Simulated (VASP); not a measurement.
CaO: single point with r2SCAN

The system is CaO.

```
Ca O
1.0
     0.00000    2.39755    2.39755
     2.39755    0.00000    2.39755
     2.39755    2.39755    0.00000
Ca O
1 1
Direct
  0.00000 0.00000 0.00000
  0.50000 0.50000 0.50000
```

* Program: VASP 6.6.1
* Task: single point
* Functional: r2SCAN
* Potentials or basis: VASP PAW PBE potentials, release 64 (Ca_sv, O_h)
* Cutoff: 1480 eV
* k mesh: 6 × 6 × 6
* Occupations: gaussian, width 0.01 eV
* Spin: no spin polarisation

```
Pressure               : 1.0 GPa
Band gap on the k mesh : 4.19 eV (least direct gap 4.56 eV)
```

Levels at points of the mesh, in eV from the valence-band top:
```csv
k point,band 4,band 5,band 6,band 7,band 8,band 9,band 10,band 11,band 12,band 13
"(0.00, 0.00, 0.00)",-18.91,-16.49,0.00,0.00,0.00,5.49,6.88,6.88,6.88,8.48
"(0.50, 0.00, 0.00)",-18.96,-15.18,-2.62,-1.21,-1.21,7.73,9.09,9.09,9.27,11.26
"(0.50, 0.50, 0.00)",-19.14,-16.27,-1.29,-0.37,-0.37,4.19,8.82,9.68,10.29,10.29
```

Wall time 2.5 min on 1 thread of Intel(R) Xeon(R) Platinum 8259CL CPU @ 2.50GHz (Skylake/Cascade Lake), on a shared host, peak memory 0.39 GiB.

Caveat: the PAW data sets were made with another functional, which shifts forces and pressure a little. r2SCAN opens gaps a little over a GGA but as a rule still falls short of measured ones.
